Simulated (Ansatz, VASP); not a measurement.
Y2PO in VASP and in Ansatz

The input INCAR:

```
SYSTEM = Y2PO
  PREC = Accurate
  ENCUT = 520
  EDIFF = 1E-7
  ISMEAR = 0
  SIGMA = 0.0214
  LREAL = .False.
  LASPH = .True.
  NELM = 80
  ALGO = Normal
  ISIF = 2
  LWAVE = .False.
  LCHARG = .True.
  GGA = PS
  LELF = .True.
  LVHAR = .True.
  NBANDS = 24
```

KPOINTS

```
regular mesh
0
Gamma
  8 8 8
  0 0 0
```

Contents of POSCAR:

```
Y2PO
1.0
    1.9745350000      3.4199940000      0.0000000000
   -1.9745350000      3.4199940000      0.0000000000
    0.0000000000     -2.2799960000      6.5742790000
Y O P
2 1 1
Direct
    0.2372800000      0.2372800000      0.7118400000
    0.7627200000      0.7627200000      0.2881600000
    0.0000000000      0.0000000000      0.0000000000
    0.5000000000      0.5000000000      0.5000000000
```

Input for Ansatz:

```yaml
crystal:
  lattice:
    - [1.974535, 3.419994, 0.0]
    - [-1.974535, 3.419994, 0.0]
    - [0.0, -2.279996, 6.574279]
  atoms:
    - { symbol: "Y", position: [0.23728, 0.23728, 0.71184] }
    - { symbol: "Y", position: [0.76272, 0.76272, 0.28816] }
    - { symbol: O, position: [0.0, 0.0, 0.0] }
    - { symbol: P, position: [0.5, 0.5, 0.5] }
  symmetry: { tolerance: 0.0003 }
kpoints:
  mp_grid: { grid: [8, 8, 8], shift: [0, 0, 0] }
  band_path:
    path:
      - [0.0, 0.0, 0.0]
      - [0.0, 0.0, 0.5]
      - [0.31328765, -0.31328765, 0.5]
      - [0.31328765, -0.37342469, 0.18671235]
      - [0.5, 0.0, 0.0]
      - [0.0, 0.0, 0.0]
      - [0.34335617, -0.34335617, 0.0]
      - [0.31328765, -0.34335617, 0.34335617]
      - [0.0, -0.5, 0.5]
      - [0.0, 0.0, 0.0]
    npoints: 6
magnetization:
  spin_polarized: false
scf:
  occupations: { method: gaussian, width: 0.0214 }
  lower_state_search: "off"
  max_iter: 200
hamiltonian:
  pseudopotentials: { kind: paw }
  xc: pbesol
basis:
  ecutwfc: 420
  fft_grid_basis: typed
output:
  forces: true
  stress: true
  eigenvalues: true
  bader: true
  populations: true
  elf: true
  write_potential: true
  volumetric_format: npy
  dos:
    e_range: [-12, 8]
    de: 0.05
    projected: { site_lists: { O: [O], P: [P], "Y": ["Y"] } }
checkpoint:
  read: saved_state
```

Alike in both runs: task single point; functional PBEsol; k mesh 8 × 8 × 8; occupations gaussian, width 0.0214 eV; no spin polarisation.

```csv
,VASP,Ansatz
version,VASP 6.6.1,Ansatz 0.2.0
potentials or method,"VASP PAW PBE potentials, release 64 (Y_sv, O, P), cutoff 520 eV",PAW plane waves
valence electrons in the cell,33,33
```

Ansatz gave:

* pressure (GPa): -7.6
* traceless stress, the component that is largest in VASP (GPa): -1.26
* rms of the force components (eV/Å): 1.434

Estimate VASP's values.

pressure (GPa): -7.6; traceless stress, the component that is largest in VASP (GPa): -1.27; rms of the force components (eV/Å): 1.435.

VASP's potentials were made for PBE, not for PBEsol. Atom by atom the forces differ by 0.000 eV/Å (rms over components).
